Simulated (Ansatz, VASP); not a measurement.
# In in VASP and in Ansatz

```
CELL_PARAMETERS angstrom
-1.62547 1.62547 2.47370
1.62547 -1.62547 2.47370
1.62547 1.62547 -2.47370
ATOMIC_POSITIONS crystal
In 0.00000 0.00000 0.00000
```

Alike in both runs: functional PBEsol; k mesh 8 × 8 × 8; occupations fermi-dirac, width 0.05 eV; non-collinear spin, spin-orbit coupling.

```csv
,VASP,Ansatz
version,VASP 6.6.1,Ansatz 0.2.0
potentials or method,"VASP PAW PBE potentials, release 64 (In_d)",Ansatz PAW
plane-wave cutoff (eV),520,420
valence electrons in the cell,13,13
task,single point,band structure
```

```tsv
	VASP	Ansatz	Ansatz less VASP
pressure (GPa)	-1.1	-1.1	0.00
traceless stress, the component that is largest in VASP (GPa)	2.53	2.54	+0.003
net moment per atom (μB)	0.00	0.00	0.000
```

VASP's potentials were made for PBE, not for PBEsol.
